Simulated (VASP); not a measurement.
# Si62P (a cell with a defect) in VASP: single point with PBE+D3(BJ)

Aim: the single point of Si62P (a cell with a defect) with PBE+D3(BJ).

Program: VASP 6.6.1. These are calculated values, not measurements. Logs are shortened: lines on timing, memory, paths and dates and some standing lists are left out, and cuts for length are marked.

## (1) The cell of the first run

The cell holds a defect, 63 atoms: a = 10.860 Å, b = 10.860 Å, c = 10.860 Å, α = 90.00°, β = 90.00°, γ = 90.00°.

## (2) Single point, PBE+D3(BJ), collinear spin

The input, INCAR:

```
SYSTEM = Si62P
PREC = Accurate
ENCUT = 520
EDIFF = 1E-6
ISMEAR = 0
SIGMA = 0.02
LREAL = Auto
LASPH = .True.
NELM = 150
ALGO = Normal
ISIF = 2
LWAVE = .False.
LCHARG = .False.
ISPIN = 2
MAGMOM = 0 0 0 0 0 0 0 0 0 0 0 0 0 0 0 0 0 0 0 0 0 0 0 0 0 0 0 0 0 0 0 0 0 0 0 0 0 0 0 0 0 0 0 0 0 0 0 0 0 0 0 0 0 0 0 0 0 0 0 0 0 0 0.06
LORBIT = 11
GGA = PE
IVDW = 12
NBANDS = 168
NELECT = 251.0
```

The input, KPOINTS:

```
regular mesh
0
Gamma
  1 1 1
  0 0 0
```

The input, POSCAR:

```
Si62P
1.0
   10.8600000000      0.0000000000      0.0000000000
    0.0000000000     10.8600000000      0.0000000000
    0.0000000000      0.0000000000     10.8600000000
Si P
62 1
Direct
    0.4886854512     -0.0110953039      0.0021375691
    0.6186907919      0.1185267035      0.1236741252
    0.7461677716      0.2454151013     -0.0011502762
    0.8718913444      0.3728448435      0.1251257827
    0.7523008287      0.0012143646      0.2502690608
    0.8767681400      0.1274546041      0.3741465930
    0.0032848066     -0.0000310313     -0.0004200737
    0.1261165746      0.1252186924      0.1258528545
    0.2513640884      0.2500613260      0.0008165746
    0.3771429098      0.3766992634      0.1228858195
    0.5017407919      0.5012636280     -0.0012909761
    0.6251214549      0.6253743094      0.1258233886
    0.7491217311      0.7510091160      0.0001797422
    0.8771675875      0.8747651013      0.1223985267
    0.2494549724     -0.0009767956      0.2512805709
    0.3753678637      0.1258067219      0.3749204420
    0.5005218232      0.2498390424      0.2511940147
    0.6256542357      0.3745184162      0.3756898711
    0.7495444751      0.4999001842      0.2499116943
    0.8776233886      0.6251966851      0.3706899632
    0.5013608656      0.0013838858      0.5003772560
    0.6257720994      0.1255262431      0.6256269797
    0.7512443831      0.2503017495      0.5006030387
    0.8771729282      0.3768577348      0.6227686924
    0.7482938306     -0.0009380295      0.7517370166
    0.8752883978      0.1241878453      0.8737593923
   -0.0053947514      0.4965489871     -0.0011511971
    0.3620064457      0.8588687845      0.1297740331
    0.0021186924      0.2524190608      0.2486613260
    0.1269744936      0.3855639963      0.3643672192
    0.2550406998      0.5134178637      0.2388674033
    0.3782635359      0.6264559853      0.3767404236
    0.5031291897      0.7507327808      0.2530727440
    0.6280309392      0.8778024862      0.3758530387
   -0.0023753223      0.0005506446      0.5003499079
    0.1244516575      0.1284212707      0.6219880295
    0.2500023020      0.2561570902      0.4950343462
    0.3743233886      0.3751172192      0.6274555249
    0.5008568140      0.4969202578      0.5024364641
    0.6236888582      0.6256831492      0.6269768877
    0.7517970534      0.7506032228      0.5002930939
    0.8753297422      0.8755000921      0.6270899632
    0.2506134438      0.0001960405      0.7494089319
    0.3743093002      0.1229031308      0.8764194291
    0.4997930939      0.2483347145      0.7513524862
    0.6257882136      0.3747718232      0.8729862799
    0.7519737569      0.4992738490      0.7496341621
    0.8757220994      0.6271601289      0.8767231123
    0.0033482505      0.7507569982      0.2460331492
    0.1252821363      0.8738872928      0.3753331492
    0.0021385820      0.5017358195      0.4966264273
    0.1254627072      0.6247014733      0.6240460405
    0.2513565378      0.7503476980      0.5003339779
    0.3755583794      0.8760713628      0.6246189687
   -0.0014041436      0.2513989871      0.7500330571
    0.1255287293      0.3759144567      0.8779536832
    0.2485045120      0.5018843462      0.7527221915
    0.3655028545      0.6265744015      0.8864767956
    0.4944010129      0.7505067219      0.7544433702
    0.6216996317      0.8742365562      0.8764980663
    0.0027635359      0.7489141805      0.7511644567
    0.1267045120      0.8707939227      0.8788045120
    0.2230349908      0.7093480663      0.0489168508
```

Potentials or basis: VASP PAW PBE potentials, release 64 (Si, P).

The run is started by

```
cat potpaw_PBE.64/Si/POTCAR potpaw_PBE.64/P/POTCAR > POTCAR
mpirun -np 1 vasp_gam > vasp.out
```

OUTCAR:

```text
SYSTEM = Si62P
   PREC = Accurate
   ENCUT = 520
   EDIFF = 1E-6
   ISMEAR = 0
   LREAL = Auto
   LASPH = .True.
   NELM = 150
   ISIF = 2
   ISPIN = 2
   LORBIT = 11
   GGA = PE
   IVDW = 12
   NELECT = 251.0
 IVDW          = 12

 ion  position               nearest neighbor table
   1  0.489  0.989  0.002-  60 2.35  44 2.35   2 2.39  28 2.41
   2  0.619  0.119  0.124-  17 2.37   5 2.37   3 2.38   1 2.39
   3  0.746  0.245  0.999-  26 2.35  46 2.36   2 2.38   4 2.38
   4  0.872  0.373  0.125-  27 2.34  19 2.35  29 2.35   3 2.38
   5  0.752  0.001  0.250-  34 2.34   6 2.35   2 2.37  14 2.38
   6  0.877  0.127  0.374-  35 2.35   5 2.35  23 2.35  29 2.36
[... 18 lines left out ...]
  25  0.748  0.999  0.752-  26 2.35  22 2.35  42 2.35  60 2.36
  26  0.875  0.124  0.874-  25 2.35  55 2.35   3 2.35   7 2.37
  27  0.995  0.497  0.999-  48 2.33   4 2.34  56 2.34
  28  0.362  0.859  0.130-  33 2.35  15 2.36  63 2.38   1 2.41
  29  0.002  0.252  0.249-   8 2.35  30 2.35   4 2.35   6 2.36
  30  0.127  0.386  0.364-  51 2.34  29 2.35  31 2.39  37 2.40
  31  0.255  0.513  0.239-  32 2.35  10 2.36  30 2.39  63 2.98
  32  0.378  0.626  0.377-  33 2.34  53 2.35  31 2.35  39 2.37
  33  0.503  0.751  0.253-  32 2.34  12 2.35  28 2.35  34 2.35
[... 13 lines left out ...]
  47  0.752  0.499  0.750-  46 2.35  24 2.35  40 2.37  48 2.37
  48  0.876  0.627  0.877-  27 2.33  13 2.34  61 2.35  47 2.37
  49  0.003  0.751  0.246-  14 2.34  50 2.35  20 2.36
  50  0.125  0.874  0.375-  15 2.34  49 2.35  53 2.35  35 2.38
  51  0.002  0.502  0.497-  52 2.34  30 2.34  20 2.34  24 2.36
  52  0.125  0.625  0.624-  51 2.34  61 2.35  57 2.35  53 2.35
  53  0.251  0.750  0.500-  54 2.35  32 2.35  50 2.35  52 2.35
  54  0.376  0.876  0.625-  43 2.34  53 2.35  59 2.35  21 2.35
  55  0.999  0.251  0.750-  24 2.35  26 2.35  36 2.36  56 2.38
  56  0.126  0.376  0.878-  27 2.34  57 2.35   9 2.35  55 2.38
  57  0.249  0.502  0.753-  56 2.35  52 2.35  58 2.36  38 2.37
  58  0.366  0.627  0.886-  11 2.35  57 2.36  59 2.41  63 2.51
  59  0.494  0.751  0.754-  60 2.34  54 2.35  40 2.39  58 2.41
  60  0.622  0.874  0.876-  59 2.34   1 2.35  13 2.35  25 2.36
  61  0.003  0.749  0.751-  62 2.34  52 2.35  48 2.35  42 2.37
  62  0.127  0.871  0.879-   7 2.34  61 2.34  43 2.40  63 2.75
  63  0.223  0.709  0.049-  28 2.38  58 2.51  62 2.75  31 2.98

  LATTYP: Found a simple cubic cell.
 ALAT       =    10.8600000000

  Lattice vectors:

 A1 = (  10.8600000000,   0.0000000000,   0.0000000000)
 A2 = (   0.0000000000,  10.8600000000,   0.0000000000)
 A3 = (   0.0000000000,   0.0000000000,  10.8600000000)

Analysis of symmetry for initial positions (statically):
=====================================================================
 Subroutine PRICEL returns:
 Original cell was already a primitive cell.

 Routine SETGRP: Setting up the symmetry group for a
 simple cubic supercell.

 Subroutine GETGRP returns: Found  1 space group operations
 (whereof  1 operations were pure point group operations)
 out of a pool of 48 trial point group operations.

The static configuration has the point symmetry C_1 .

Analysis of symmetry for dynamics (positions and initial velocities):
=====================================================================
 Subroutine PRICEL returns:
 Original cell was already a primitive cell.

 Routine SETGRP: Setting up the symmetry group for a
 simple cubic supercell.

 Subroutine GETGRP returns: Found  1 space group operations
 (whereof  1 operations were pure point group operations)
 out of a pool of 48 trial point group operations.

The dynamic configuration has the point symmetry C_1 .

Analysis of structural, dynamic, and magnetic symmetry:
=====================================================================
 Subroutine PRICEL returns:
 Original cell was already a primitive cell.

 Routine SETGRP: Setting up the symmetry group for a
 simple cubic supercell.

 Subroutine GETGRP returns: Found  1 space group operations
 (whereof  1 operations were pure point group operations)
 out of a pool of 48 trial point group operations.

The overall configuration has the point symmetry C_1 .

 Subroutine INISYM returns: Found  1 space group operations
 (whereof  1 operations are pure point group operations),
 and found     1 'primitive' translations
[... 194 lines left out ...]
   LREAL  =      T    real-space projection
   EDIFFG = 0.1E-04   stopping-criterion for IOM
   NSW    =      0    number of steps for IOM
   IBRION =     -1    ionic relax: 0-MD 1-quasi-New 2-CG
   NFREE  =      0    steps in history (QN), initial steepest desc. (CG)
   ISIF   =      2    stress and relaxation
   ISYM   =      2    0-nonsym 1-usesym 2-fastsym
   POTIM  = 0.5000    time-step for ionic-motion
   TEBEG  =    0.0;   TEEND  =   0.0 temperature during run
   PSTRESS=    0.0 pullay stress
   NELECT =     251.0000    total number of electrons
   NUPDOWN=      -1.0000    fix difference up-down
   EMIN   =  10.00;   EMAX   =-10.00  energy-range for DOS
   EFERMI =   0.00;   METHOD = LEGACY
   ISMEAR =     0;   SIGMA  =   0.02  broadening in eV -4-tet -1-fermi 0-gaus
   EFERMI_NEDOS =   21; number of points for ismear=-14 and -15
   IALGO  =     38    algorithm
   IMIX   =      4    mixing-type and parameters
     AMIX     =   0.40;   BMIX     =  1.00
     AMIX_MAG =   1.60;   BMIX_MAG =  1.00
  volume/ion in A,a.u.               =      20.33       137.20
  Fermi-wavevector in a.u.,A,eV,Ry     =   0.950903  1.796946 12.302614  0.904217
  Thomas-Fermi vector in A             =   2.079323
   LORBIT       =     11    0 simple, 1 ext, 2 COOP (PROOUT), +10 PAW based schemes
   GGA     = PE    functional components
   LHFCALC =     F    Hartree Fock is set to
   AEXX    =    0.0000 exact exchange contribution
   IVDW    =    12    specifies the selected vdW correction
   LEPSILON=     F    determine dielectric tensor
   LRPA    =     F    only Hartree local field effects (RPA)
 spin polarized calculation
 Gauss-broadening in eV      SIGMA  =   0.02
  energy-cutoff  :      520.00
  volume of cell :     1280.82
 maximum number of plane-waves:     17229
 NGX is ok and might be reduce to    84
   NGX = 41   NGY = 41   NGZ = 41

 number of electron     250.9999992 magnetization       0.9976245

 Free energy of the ion-electron system (eV)
  ---------------------------------------------------
  ext. energy  EPLUGINS =         0.00000000
  ---------------------------------------------------
  free energy    TOTEN  =      -344.06404210 eV

  energy without entropy =     -344.06391403  energy(sigma->0) =     -344.06397807

 E-fermi :   5.8514     XC(G=0):  -9.3133

 val. band max:        5.8090669496   @ k =   0.0000   0.0000   0.0000
 cond. band min:       5.8937170378   @ k =   0.0000   0.0000   0.0000
 fundamental gap:      0.0846500882
 Fermi energy:         5.8513919937

 spin component 1

 k-point     1 :       0.0000    0.0000    0.0000
  band No.  band energies     occupation
      1      -6.2308      1.00000
      2      -5.4438      1.00000
      3      -5.1498      1.00000
      4      -5.1389      1.00000
      5      -5.1213      1.00000
      6      -5.1192      1.00000
[... 129 lines left out ...]
    136       6.8652      0.00000
    137       6.9116      0.00000
 Fermi energy:         5.8513919937

 spin component 2

 k-point     1 :       0.0000    0.0000    0.0000
  band No.  band energies     occupation
      1      -6.2143      1.00000
      2      -5.4148      1.00000
      3      -5.1339      1.00000
      4      -5.1257      1.00000
      5      -5.1078      1.00000
      6      -5.1059      1.00000
[... 129 lines left out ...]
    136       6.8777      0.00000
    137       6.9233      0.00000
 [bands above 137 left out]

------------------------ aborting loop because EDIFF is reached ----------------------------------------

 Edisp (eV)  -19.84266

 E6    (eV) :   -11.6295

 E8    (eV) :    -8.2132

  FORCE on cell =-STRESS in cart. coord.  units (eV):
  Direction    XX          YY          ZZ          XY          YZ          ZX
  --------------------------------------------------------------------------------------
  -------------------------------------------------------------------------------------
  Total     -24.64043   -26.28297   -27.12870     1.09650     1.23101     0.75595
  in kB     -30.82261   -32.87725   -33.93518     1.37161     1.53986     0.94562
  external pressure =      -32.55 kB  Pullay stress =        0.00 kB

 VOLUME and BASIS-vectors are now :
 -----------------------------------------------------------------------------
  energy-cutoff  :      520.00
  volume of cell :     1280.82
      direct lattice vectors                 reciprocal lattice vectors
    10.860000000  0.000000000  0.000000000     0.092081031  0.000000000  0.000000000
     0.000000000 10.860000000  0.000000000     0.000000000  0.092081031  0.000000000
     0.000000000  0.000000000 10.860000000     0.000000000  0.000000000  0.092081031

 POSITION                                       TOTAL-FORCE (eV/Angst)
 -----------------------------------------------------------------------------------
      5.30712     10.73950      0.02321         0.072387      0.074897     -0.011175
      6.71898      1.28720      1.34310         0.014966      0.022848     -0.010135
      8.10338      2.66521     10.84751         0.017430      0.006958     -0.005353
      9.46874      4.04910      1.35887        -0.010452     -0.010826      0.019428
      8.16999      0.01319      2.71792        -0.012105     -0.003844      0.023583
      9.52170      1.38416      4.06323        -0.014148     -0.020234     -0.003480
[... 55 lines left out ...]
      1.37601      9.45682      9.54382         0.090819     -0.218428      0.262971
      2.42216      7.70352      0.53124         0.538367      0.730213     -1.228512
 -----------------------------------------------------------------------------------
    total drift:                                0.011951     -0.013251      0.002891

  FREE ENERGIE OF THE ION-ELECTRON SYSTEM (eV)
  ---------------------------------------------------
  free  energy   TOTEN  =      -363.9067049216 eV

  energy  without entropy=     -363.9065768487  energy(sigma->0) =     -363.90664089

 total charge

# of ion       s       p       d       tot
------------------------------------------
    1        0.742   0.927   0.000   1.669
    2        0.746   0.923   0.000   1.669
    3        0.743   0.928   0.000   1.672
    4        0.740   0.946   0.000   1.686
    5        0.744   0.935   0.000   1.679
    6        0.738   0.951   0.000   1.689
[... 55 lines left out ...]
   62        0.759   0.856   0.000   1.615
   63        1.119   1.266   0.000   2.385
--------------------------------------------------
tot         47.172  59.276   0.000 106.448

 magnetization (x)

# of ion       s       p       d       tot
------------------------------------------
    1        0.000   0.009   0.000   0.009
    2        0.001   0.007   0.000   0.008
    3        0.000   0.006   0.000   0.007
    4        0.000   0.008   0.000   0.008
    5        0.000   0.006   0.000   0.006
    6       -0.000   0.003   0.000   0.003
[... 55 lines left out ...]
   62        0.002   0.012   0.000   0.014
   63        0.023   0.020   0.000   0.043
--------------------------------------------------
tot          0.048   0.377   0.000   0.425
```

It took 15 min on 1 thread of Intel Xeon 8259CL, shared host; peak memory 1.5 GiB.

Results:

```yaml
Free_energy: -363.9067 eV
Largest_force: 1.527 eV/Å
Net_moment: 1.00 μB per cell
Site_moments: Si +0.01, +0.00, +0.04, +0.03 (each value once); P +0.04 μB
Valence_electrons_inside_the_program's_atomic_spheres: Si 1.67, 1.69, 1.68, 1.64, 1.61, 1.70, 1.62 (each value once); P 2.38
Dispersion_energy_per_atom: -0.315 eV
```

Forces in eV/Å, atoms in the order of the input:
```
Si   0.072  0.075 -0.011
Si   0.015  0.023 -0.010
Si   0.017  0.007 -0.005
Si  -0.010 -0.011  0.019
Si  -0.012 -0.004  0.024
Si  -0.014 -0.020 -0.003
Si  -0.010  0.000 -0.002
Si  -0.010 -0.010  0.001
Si  -0.005 -0.009 -0.003
Si  -0.015 -0.002 -0.035
Si   0.000  0.010 -0.031
Si  -0.004 -0.020  0.000
Si   0.004  0.000  0.008
Si  -0.005 -0.011  0.003
Si  -0.004 -0.017 -0.036
Si  -0.032 -0.023 -0.002
Si  -0.002  0.000  0.023
Si  -0.008 -0.006  0.000
Si  -0.007  0.005  0.002
Si  -0.053  0.001  0.050
Si  -0.004 -0.006  0.003
Si  -0.010 -0.006  0.002
Si   0.000 -0.001  0.004
Si  -0.013 -0.004  0.007
Si   0.003  0.001 -0.007
Si  -0.001 -0.019  0.021
Si  -0.048 -0.043  0.016
Si   0.115  0.117 -0.103
Si  -0.009 -0.017 -0.001
Si  -0.030 -0.114  0.107
Si  -0.074 -0.257  0.213
Si  -0.052  0.030 -0.034
Si  -0.008  0.014 -0.042
Si  -0.018 -0.037  0.003
Si  -0.002 -0.015 -0.011
Si   0.006 -0.070  0.054
Si   0.015 -0.064  0.071
Si  -0.028  0.016  0.016
Si  -0.011 -0.008 -0.013
Si  -0.052  0.011  0.028
Si  -0.027  0.012  0.040
Si   0.004 -0.024  0.009
Si   0.012 -0.072  0.081
Si   0.000  0.006 -0.011
Si   0.003  0.017 -0.009
Si  -0.011 -0.003  0.029
Si  -0.012 -0.019 -0.001
Si  -0.006 -0.005 -0.004
Si  -0.155 -0.032  0.122
Si   0.005 -0.046 -0.028
Si  -0.006  0.010  0.022
Si   0.002 -0.007  0.026
Si  -0.006  0.013  0.025
Si   0.001 -0.006  0.023
Si  -0.010  0.004  0.009
Si   0.009  0.009  0.004
Si   0.028  0.032  0.041
Si  -0.125  0.086  0.195
Si  -0.042 -0.013  0.056
Si   0.003 -0.008 -0.006
Si   0.008  0.019  0.020
Si   0.091 -0.218  0.263
P    0.538  0.730 -1.229
```

Caveat: the k points lie up to 0.58 Å⁻¹ apart; the cell carries a net charge on a neutralising background, which shifts energy and pressure; the cell is charged against a uniform background, so pressure and absolute levels hang on convention.
